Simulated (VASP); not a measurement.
Here is a VASP 6.6.1 calculation.

Contents of INCAR:

```
  PREC = Accurate
  ENCUT = 520
  EDIFF = 1E-6
  ISMEAR = 0
  SIGMA = 0.01
  LREAL = False
  LASPH = True
  NELM = 60
  ALGO = Normal
  ISIF = 2
  LWAVE = False
  LCHARG = False
  GGA = PE
  NBANDS = 33
```

The input KPOINTS:

```
regular mesh
0
Gamma
  7 7 7
```

POSCAR

```
TiO2
1.0
   -1.9169989080      1.9169989080      4.8199032318
    1.9169989080     -1.9169989080      4.8199032318
    1.9169989080      1.9169989080     -4.8199032318
Ti O
2 4
Direct
    0.0000000000      0.0000000000      0.0000000000
    0.7500000000      0.2500000000      0.5000000000
    0.2081000000      0.2081000000      0.0000000000
    0.9581000000      0.4581000000      0.5000000000
    0.5419000000      0.0419000000      0.5000000000
    0.7919000000      0.7919000000      0.0000000000
```

Potentials or basis: VASP PAW PBE potentials, release 64 (Ti_sv, O).

The run is started by

```bash
$ cat potpaw_PBE.64/Ti_sv/POTCAR potpaw_PBE.64/O/POTCAR > POTCAR
$ mpirun -np 1 vasp_std > vasp.out
```

Q: What does it give for the pressure?

A: -2.5 GPa.

Q: Predict the band gap on the k mesh.

A: 2.01 eV, indirect (least direct gap 2.35 eV).

Q: What does it give for the largest force?

A: 0.101 eV/Å.

Stress tensor (GPa, compression positive):
```
-2.75  0.00  0.00
 0.00 -2.75  0.00
 0.00  0.00 -1.92
```

A k mesh can miss the band edges.
